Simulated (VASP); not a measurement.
# HgTe (F-43m) in VASP: a series of runs, part 2 of 2

VASP 6.6.1.

## 4. Vibrations by perturbation theory, LDA (32.65 Å³/atom)

This run uses another cell than the first one, of 32.65 Å³/atom.

Input file INCAR:

```
PREC = Accurate
ENCUT = 500
EDIFF = 1E-8
ISMEAR = -1
SIGMA = 0.15
LREAL = False
LASPH = True
NELM = 120
ALGO = Normal
ISIF = 2
LWAVE = False
LCHARG = False
GGA = CA
IBRION = 8
NSW = 1
GGA_COMPAT = False
```

Input file KPOINTS:

```
Automatic mesh
0
Gamma
  12 12 12
```

Input file POSCAR:

```
HgTe
1.0
    0.0000000000      3.1961819354      3.1961819354
    3.1961819354      0.0000000000      3.1961819354
    3.1961819354      3.1961819354      0.0000000000
Hg Te
1 1
Direct
    0.0000000000      0.0000000000      0.0000000000
    0.7500000000      0.7500000000      0.7500000000
```

Potentials or basis: VASP PAW LDA potentials, release 64 (Hg, Te).

The run is started by

```bash
> cat potpaw_LDA.64/Hg/POTCAR potpaw_LDA.64/Te/POTCAR > POTCAR
> mpirun -np 1 vasp_std > vasp.out
```

OUTCAR:

```text
PREC = Accurate
   ENCUT = 500
   EDIFF = 1E-8
   ISMEAR = -1
   LREAL = False
   LASPH = True
   NELM = 120
   ISIF = 2
   GGA = CA
   IBRION = 8
   NSW = 1

 ion  position               nearest neighbor table
   1  0.000  0.000  0.000-   2 2.77   2 2.77   2 2.77   2 2.77
   2  0.750  0.750  0.750-   1 2.77   1 2.77   1 2.77   1 2.77

  LATTYP: Found a face centered cubic cell.
 ALAT       =     6.3923638708

  Lattice vectors:

 A1 = (   0.0000000000,   3.1961819354,   3.1961819354)
 A2 = (   3.1961819354,   0.0000000000,   3.1961819354)
 A3 = (   3.1961819354,   3.1961819354,   0.0000000000)

Analysis of symmetry for initial positions (statically):
=====================================================================
 Subroutine PRICEL returns:
 Original cell was already a primitive cell.

 Routine SETGRP: Setting up the symmetry group for a
 face centered cubic supercell.

 Subroutine GETGRP returns: Found 24 space group operations
 (whereof 24 operations were pure point group operations)
 out of a pool of 48 trial point group operations.

The static configuration has the point symmetry T_d .

Analysis of symmetry for dynamics (positions and initial velocities):
=====================================================================
 Subroutine PRICEL returns:
 Original cell was already a primitive cell.

 Routine SETGRP: Setting up the symmetry group for a
 face centered cubic supercell.

 Subroutine GETGRP returns: Found 24 space group operations
 (whereof 24 operations were pure point group operations)
 out of a pool of 48 trial point group operations.

The dynamic configuration has the point symmetry T_d .

 Subroutine INISYM returns: Found 24 space group operations
 (whereof 24 operations are pure point group operations),
 and found     1 'primitive' translations

----------------------------------------------------------------------------------------

                                     Primitive cell

  volume of cell :      65.3017

  direct lattice vectors                    reciprocal lattice vectors
     0.000000000  3.196181935  3.196181935    -0.156436652  0.156436652  0.156436652
     3.196181935  0.000000000  3.196181935     0.156436652 -0.156436652  0.156436652
     3.196181935  3.196181935  0.000000000     0.156436652  0.156436652 -0.156436652

  length of vectors
     4.520083841  4.520083841  4.520083841     0.270956229  0.270956229  0.270956229

  position of ions in fractional coordinates (direct lattice)
     0.000000000  0.000000000  0.000000000
     0.750000000  0.750000000  0.750000000

  ion indices of the primitive-cell ions
   primitive index   ion index
                 1           1
                 2           2

----------------------------------------------------------------------------------------

 KPOINTS: Automatic mesh
[... 132 lines left out ...]
      6      -3.7337      2.00000
      7       2.4837      1.99787
      8       3.2682      1.66786
      9       3.2682      1.66786
     10       3.2682      1.66786
     11       7.3656      0.00000
     12       7.3656      0.00000
     13       7.3656      0.00000
[... 354 lines left out ...]
  band No.  band energies     occupation
      1      -8.3420      2.00000
      2      -4.1542      2.00000
      3      -4.1252      2.00000
      4      -3.7567      2.00000
      5      -3.7231      2.00000
      6      -3.4006      2.00000
      7      -2.3275      2.00000
      8       0.9574      2.00000
      9       1.9437      1.99994
     10       5.0387      0.00008
     11       7.6629      0.00000
     12       8.7774      0.00000
     13       9.9251      0.00000

 [... further k-points ...]
[... 5 lines left out ...]
  --------------------------------------------------------------------------------------
  -------------------------------------------------------------------------------------
  Total        0.5336869      0.5336869      0.5336869      0.0000000      0.0000000     -0.0000000
  in kB       13.0940086     13.0940086     13.0940086      0.0000000      0.0000000     -0.0000000
  external PRESSURE =      13.0940086 kB  Pullay stress =       0.0000000 kB

 VOLUME and BASIS-vectors are now :
 -----------------------------------------------------------------------------
  energy-cutoff  :      500.00
  volume of cell :       65.30
      direct lattice vectors                 reciprocal lattice vectors
     0.000000000  3.196181935  3.196181935    -0.156436652  0.156436652  0.156436652
     3.196181935  0.000000000  3.196181935     0.156436652 -0.156436652  0.156436652
     3.196181935  3.196181935  0.000000000     0.156436652  0.156436652 -0.156436652

 POSITION                                       TOTAL-FORCE (eV/Angst)
 -----------------------------------------------------------------------------------
      0.00000      0.00000      0.00000        -0.000000      0.000000     -0.000000
      4.79427      4.79427      4.79427         0.000000     -0.000000      0.000000
 -----------------------------------------------------------------------------------
    total drift:                               -0.000000     -0.000000     -0.000000

  FREE ENERGIE OF THE ION-ELECTRON SYSTEM (eV)
  ---------------------------------------------------
  free  energy   TOTEN  =        -5.0339280397 eV

  energy  without entropy=       -5.0268361468  energy(sigma->0) =       -5.03038209

[... ionic steps 2 to 3 ...]

--------------------------------------- Ionic step        4  -------------------------------------------

------------------------ aborting loop because EDIFF is reached ----------------------------------------

[... ionic steps 5 to 6 ...]

--------------------------------------- Ionic step        7  -------------------------------------------

 Free energy of the ion-electron system (eV)
  ---------------------------------------------------
  ---------------------------------------------------
  free energy    TOTEN  =        -0.04854259 eV

  energy without entropy =       -0.04854259

------------------------ aborting loop because EDIFF is reached ----------------------------------------

 INTERNAL STRAIN TENSOR  FOR ION    2  DIRECTION 1   (eV/Angst):
 -----------------------------------------------------------------------------
     0.00270  0.00000  0.00000
     0.00000  0.00249  6.35440
     0.00000  6.35440  0.00249

 INTERNAL STRAIN TENSOR FOR ION    2 for displacements in x,y,z  (eV/Angst):
          X           Y           Z          XY          YZ          ZX
  --------------------------------------------------------------------------------
  x     0.00000     0.00000     0.00000     0.00000     6.35440     0.00000
  y    -0.00000     0.00000    -0.00000     0.00000     0.00000     6.35440
  z     0.00000     0.00000     0.00000     6.35440     0.00000     0.00000

 SECOND DERIVATIVES (NOT SYMMETRIZED)
 ------------------------------------
               1X          1Y          1Z          2X          2Y          2Z
  1X    -4.394929    0.000000    0.000000    4.394929    0.000000    0.000000
  1Y     0.000000   -4.394929    0.000000    0.000000    4.394929    0.000000
  1Z     0.000000    0.000000   -4.394929    0.000000    0.000000    4.394929
  2X     4.399054    0.000000    0.000000   -4.399054    0.000000    0.000000
  2Y     0.000000    4.399054    0.000000    0.000000   -4.399054    0.000000
  2Z     0.000000    0.000000    4.399054    0.000000    0.000000   -4.399054

 Eigenvectors and eigenvalues of the dynamical matrix
 ----------------------------------------------------

   1 f  =    3.712222 THz    23.324576 2PiTHz  123.826385 cm-1    15.352508 meV
             X         Y         Z           dx          dy          dz
      0.000000  0.000000  0.000000     0.000000    0.623359    0.000000
      4.794273  4.794273  4.794273     0.000000   -0.781936    0.000000
[... 21 lines left out ...]
   6 f/i=    0.000849 THz     0.005334 2PiTHz    0.028316 cm-1     0.003511 meV
             X         Y         Z           dx          dy          dz
      0.000000  0.000000  0.000000     0.000000    0.000000    0.781936
      4.794273  4.794273  4.794273     0.000000    0.000000    0.623359

--------------------------------------------------------------------------------------------------------

 ELASTIC MODULI CONTR FROM IONIC RELAXATION (kBar)
 Direction    XX          YY          ZZ          XY          YZ          ZX
 --------------------------------------------------------------------------------
 XX          -0.0000      0.0000      0.0000     -0.0000     -0.0000      0.0000
 YY           0.0000     -0.0000      0.0000     -0.0000      0.0000     -0.0000
 ZZ           0.0000      0.0000     -0.0000     -0.0000      0.0000      0.0000
 XY          -0.0000     -0.0000     -0.0000   -237.0511      0.0000      0.0000
 YZ          -0.0000      0.0000      0.0000      0.0000   -237.0511      0.0000
 ZX           0.0000     -0.0000      0.0000      0.0000      0.0000   -237.0511
 --------------------------------------------------------------------------------
```

OSZICAR:

```text
N       E                     dE             d eps       ncg     rms          rms(c)
DAV:   1     0.104111114631E+03    0.10411E+03   -0.79338E+03  1880   0.116E+03
DAV:   2    -0.860249161794E+00   -0.10497E+03   -0.99246E+02  2012   0.264E+02
DAV:   3    -0.522359132745E+01   -0.43633E+01   -0.43276E+01  2322   0.560E+01
DAV:   4    -0.526876903640E+01   -0.45178E-01   -0.45162E-01  2566   0.517E+00
[... 40 lines left out ...]
RMM:   9    -0.485425340563E-01   -0.19924E-07    0.61198E-09 12221   0.610E-05    0.136E-05
RMM:  10    -0.485425614714E-01   -0.27415E-07   -0.74658E-09 12611   0.136E-05    0.566E-06
RMM:  11    -0.485425872642E-01   -0.25793E-07    0.11739E-08 11365   0.531E-06    0.302E-06
RMM:  12    -0.485425900645E-01   -0.28003E-08    0.52710E-09  8249   0.165E-06    0.496E-07
 Linear response finished
```

stdout:

```text
POSCAR found type information on POSCAR HgTe
 POSCAR found :  2 types and       2 ions
 scaLAPACK will be used
 LDA part: xc-table for (Slater(with rela. corr.)+CA(PZ))
 , standard interpolation
 POSCAR, INCAR and KPOINTS ok, starting setup
 FFT: planning ... GRIDC
 FFT: planning ... GRID_SOFT
 FFT: planning ... GRID
 WAVECAR not read
 entering main loop
 Linear response reoptimize wavefunctions to high precision
 Linear response DOF=           2
 Linear response progress:
 first order change of Fermi-energy  -0.57162E-04
 force on displaced ion       1 direction 1 :  -4.395   0.000   0.000
 Linear response progress:
 first order change of Fermi-energy   0.21332E-03
 force on displaced ion       2 direction 1 :  -4.399  -0.000  -0.000
 Linear response finished
```

It took 12 min on 1 thread of Intel Xeon 6975P-C (Granite Rapids), shared host; peak memory 0.62 GiB.

Results:

| Quantity | Value |
| --- | --- |
| Highest phonon frequency at Γ, LO-TO splitting left out | 124 cm⁻¹ |

Phonon frequencies in cm⁻¹ (negative: imaginary):
| q point | frequencies |
| --- | --- |
| (0.000, 0.000, 0.000) | 0 0 0 124 124 124 |

Caveat: the cell stands under pressure or tension, which shifts response properties; spin-orbit coupling is left out, which moves the levels of the heavy elements.

## 5. Elastic constants, LDA

This run uses another cell than the first one, of 29.81 Å³/atom.

Input file INCAR:

```
SYSTEM = HgTe
  PREC = Accurate
  ENCUT = 500
  EDIFF = 1E-8
  ISMEAR = -1
  SIGMA = 0.15
  LREAL = .FALSE.
  LASPH = .TRUE.
  NELM = 120
  ALGO = Normal
  ISIF = 3
  LWAVE = .FALSE.
  LCHARG = .FALSE.
  NBANDS = 16
  IBRION = 6
  NFREE = 2
  POTIM = 0.015
  NSW = 1
  GGA_COMPAT = .FALSE.
```

Input file KPOINTS:

```
Automatic mesh
0
G
  12 12 12
  0 0 0
```

Input file POSCAR:

```
HgTe
1.0
    0.0000000000      3.1006277240      3.1006277240
    3.1006277240      0.0000000000      3.1006277240
    3.1006277240      3.1006277240      0.0000000000
Hg Te
1 1
Direct
    0.0000000000      0.0000000000      0.0000000000
    0.7500000000      0.7500000000      0.7500000000
```

Potentials or basis: VASP PAW LDA potentials, release 64 (Hg, Te).

The run is started by

```bash
> cat potpaw_LDA.64/Hg/POTCAR potpaw_LDA.64/Te/POTCAR > POTCAR
> mpirun -np 1 vasp_std > vasp.out
```

OUTCAR:

```text
SYSTEM = HgTe
   PREC = Accurate
   ENCUT = 500
   EDIFF = 1E-8
   ISMEAR = -1
   LREAL = .FALSE.
   LASPH = .TRUE.
   NELM = 120
   ISIF = 3
   IBRION = 6
   NFREE = 2
   POTIM = 0.015
   NSW = 1

 ion  position               nearest neighbor table
   1  0.000  0.000  0.000-   2 2.69   2 2.69   2 2.69   2 2.69
   2  0.750  0.750  0.750-   1 2.69   1 2.69   1 2.69   1 2.69

  LATTYP: Found a face centered cubic cell.
 ALAT       =     6.2012554480

  Lattice vectors:

 A1 = (   0.0000000000,   3.1006277240,   3.1006277240)
 A2 = (   3.1006277240,   0.0000000000,   3.1006277240)
 A3 = (   3.1006277240,   3.1006277240,   0.0000000000)

Analysis of symmetry for initial positions (statically):
=====================================================================
[... 877 lines left out ...]
  x     0.00000    -0.00000    -0.00000     0.00000   -11.03135     0.00000
  y    -0.00000     0.00000    -0.00000     0.00000     0.00000   -11.03135
  z    -0.00000    -0.00000     0.00000   -11.03135     0.00000     0.00000

 INTERNAL STRAIN TENSOR FOR ION    2 for displacements in x,y,z  (eV/Angst):
          X           Y           Z          XY          YZ          ZX
  --------------------------------------------------------------------------------
  x    -0.00000    -0.00000    -0.00000     0.00000    11.03677     0.00000
  y     0.00000    -0.00000     0.00000     0.00000     0.00000    11.03677
  z    -0.00000    -0.00000    -0.00000    11.03677     0.00000     0.00000

 Eigenvectors and eigenvalues of the dynamical matrix
 ----------------------------------------------------

   1 f  =    4.476292 THz    28.125372 2PiTHz  149.313029 cm-1    18.512448 meV
             X         Y         Z           dx          dy          dz
      0.000000  0.000000  0.000000     0.000000   -0.623418    0.000000
      4.650942  4.650942  4.650942    -0.000000    0.781889    0.000000
[... 21 lines left out ...]
   6 f/i=    0.000685 THz     0.004304 2PiTHz    0.022849 cm-1     0.002833 meV
             X         Y         Z           dx          dy          dz
      0.000000  0.000000  0.000000    -0.049629   -0.709258    0.325330
      4.650942  4.650942  4.650942    -0.039571   -0.565508    0.259393

--------------------------------------------------------------------------------------------------------

 ELASTIC MODULI CONTR FROM IONIC RELAXATION (kBar)
 Direction    XX          YY          ZZ          XY          YZ          ZX
 --------------------------------------------------------------------------------
 XX          -0.0000      0.0000     -0.0000      0.0000      0.0000     -0.0000
 YY           0.0000     -0.0000      0.0000      0.0000      0.0000      0.0000
 ZZ          -0.0000      0.0000     -0.0000      0.0000      0.0000     -0.0000
 XY           0.0000      0.0000      0.0000   -511.7561      0.0000      0.0000
 YZ           0.0000      0.0000      0.0000      0.0000   -511.7561      0.0000
 ZX          -0.0000      0.0000     -0.0000      0.0000      0.0000   -511.7561
 --------------------------------------------------------------------------------

 TOTAL ELASTIC MODULI (kBar)
 Direction    XX          YY          ZZ          XY          YZ          ZX
 --------------------------------------------------------------------------------
 XX         818.4703    718.1769    718.1769     -0.0000      0.0000     -0.0000
 YY         718.1769    818.4703    718.1769      0.0000      0.0000      0.0000
 ZZ         718.1769    718.1769    818.4703      0.0000      0.0000     -0.0000
 XY          -0.0000      0.0000      0.0000    158.4137     -0.0000      0.0000
 YZ           0.0000      0.0000      0.0000     -0.0000    158.4137      0.0000
 ZX          -0.0000      0.0000     -0.0000      0.0000      0.0000    158.4137
 --------------------------------------------------------------------------------
```

stdout:

```text
POSCAR found type information on POSCAR HgTe
 POSCAR found :  2 types and       2 ions
 scaLAPACK will be used
 LDA part: xc-table for (Slater(with rela. corr.)+CA(PZ))
 , standard interpolation
 POSCAR, INCAR and KPOINTS ok, starting setup
 FFT: planning ... GRIDC
 FFT: planning ... GRID_SOFT
 FFT: planning ... GRID
 WAVECAR not read
 entering main loop
 Found     2 degrees of freedom:
 Adding 6 more for cell shape distortion
 Finite differences POTIM= 0.01500 DOF=   8
 bond charge predicted
 Finite differences progress:
 bond charge predicted
 Finite differences progress:
 bond charge predicted
 Finite differences progress:
 bond charge predicted
 Finite differences progress:
 bond charge predicted
 Finite differences progress:
 bond charge predicted
 Finite differences progress:
 bond charge predicted
 Finite differences progress:
 bond charge predicted
 Finite differences progress:
 bond charge predicted
 Finite differences progress:
 bond charge predicted
 Finite differences progress:
 bond charge predicted
 Finite differences progress:
 bond charge predicted
 Finite differences progress:
 bond charge predicted
 Finite differences progress:
 bond charge predicted
 Finite differences progress:
 bond charge predicted
 Finite differences progress:
 bond charge predicted
 Finite differences progress:
```

It took 32 min on 1 thread of Intel Xeon Platinum 8375C at 2.90GHz (Ice Lake), shared host; peak memory 0.75 GiB.

What came out:

```yaml
Elastic_constants_C11_C12_C44: 82, 72, 16 GPa
Voigt_bulk_modulus: 75 GPa
Highest_phonon_frequency_at_Γ_LO-TO_splitting_left_out: 149 cm⁻¹
```

Phonon frequencies in cm⁻¹ (negative: imaginary):
```
              q point        frequencies
(0.000, 0.000, 0.000)  0 0 0 149 149 149
```

Elastic tensor in Voigt notation (GPa, in the Cartesian axes of the cell as first typed):
```
82 72 72  0  0  0
72 82 72  0  0  0
72 72 82  0  0  0
 0  0  0 16  0  0
 0  0  0  0 16  0
 0  0  0  0  0 16
```

Clamped-ion elastic tensor (GPa):
```
82 72 72  0  0  0
72 82 72  0  0  0
72 72 82  0  0  0
 0  0  0 67  0  0
 0  0  0  0 67  0
 0  0  0  0  0 67
```

Caveat: the cell is under stress, which shifts elastic constants; spin-orbit coupling is left out, which moves the levels of the heavy elements.
